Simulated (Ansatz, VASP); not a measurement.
# SrCl2: VASP and Ansatz over several settings

```
CELL_PARAMETERS angstrom
0.00000 3.48835 3.48835
3.48835 0.00000 3.48835
3.48835 3.48835 0.00000
ATOMIC_POSITIONS crystal
Sr 0.00000 0.00000 0.00000
Cl 0.75000 0.75000 0.75000
Cl 0.25000 0.25000 0.25000
```

Single points on this cell with VASP 6.6.1 and Ansatz 0.2.0. Each row is one pair of runs. Alike in all rows: spin: off; smearing: fermi-dirac, width 0.05 eV; Ansatz's potentials, cutoff: Ansatz PAW, 420 eV.

| level | k mesh | VASP's potentials, cutoff | gap on the k mesh at the Fermi level (eV), VASP | gap on the k mesh at the Fermi level (eV), Ansatz | least direct gap on the mesh (eV), VASP | least direct gap on the mesh (eV), Ansatz | pressure (GPa), VASP | pressure (GPa), Ansatz |
| --- | --- | --- | --- | --- | --- | --- | --- | --- |
| LDA | 6 × 6 × 6 | VASP PAW LDA potentials, release 64 (Sr_sv, Cl), 520 eV | 4.89 | 4.88 | 5.15 | 5.16 | -2.7 | -2.8 |
| PBE | 4 × 4 × 4 | VASP PAW PBE potentials, release 64 (Sr_sv, Cl), 520 eV | 5.34 | 5.34 | 5.51 | 5.51 | 1.1 | 1.0 |
| PBE-based screened hybrid | 4 × 4 × 4 | VASP PAW PBE potentials, release 64 (Sr_sv, Cl), 520 eV | 5.84 | 5.85 | 6.03 | 6.03 | 0.9 | 0.8 |
| PBE-based screened hybrid | 4 × 4 × 4 | VASP PAW PBE potentials, release 64 (Sr_sv, Cl), 400 eV | ? | 7.45 | ? | 7.67 | ? | 0.2 |

Q: Fill in what VASP gave in row 4.

A: gap on the k mesh at the Fermi level (eV): 7.44; least direct gap on the mesh (eV): 7.65; pressure (GPa): 0.2.
